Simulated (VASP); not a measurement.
## Au: single point with PBE

Au, a slab with vacuum:

```
CELL_PARAMETERS angstrom
2.86542 0.00000 0.00000
-1.43271 2.57038 0.00000
0.00000 0.00000 24.78427
ATOMIC_POSITIONS crystal
Au 0.66395 0.32790 0.30261
Au 0.33605 0.67210 0.40131
Au 0.66395 0.32790 0.50000
Au 0.33605 0.67210 0.59869
Au 0.66395 0.32790 0.69739
```

| Property | Result |
| --- | --- |
| Program | VASP 6.6.1 |
| Task | single point |
| Functional | PBE |
| Potentials or basis | VASP PAW PBE potentials, release 64 (Au) |
| Cutoff | 520 eV |
| k mesh | 14 × 13 × 1 |
| Occupations | gaussian, width 0.1 eV |
| Spin | no spin polarisation |

| Property | Result |
| --- | --- |
| Largest force | 0.087 eV/Å |

Forces on the atoms (eV/Å):
```
Au  -0.001 -0.002 -0.064
Au   0.008  0.013  0.086
Au  -0.014 -0.021  0.000
Au   0.008  0.013 -0.086
Au  -0.001 -0.002  0.064
```

Levels at points of the mesh, in eV from the Fermi level:
```tsv
k point	band 26	band 27	band 28	band 29	band 30	band 31
(0.00, 0.00, 0.00)	-2.14	-2.10	-2.08	-2.07	-0.92	0.08
(0.50, 0.00, 0.00)	0.34	0.49	1.04	1.54	1.61	3.72
```

Wall time 5.8 min on 1 thread of Intel(R) Xeon(R) 6975P-C (Granite Rapids), with other jobs on the host, peak memory 0.61 GiB.

Caveat: spin-orbit coupling is left out, which moves the levels of the heavy elements.
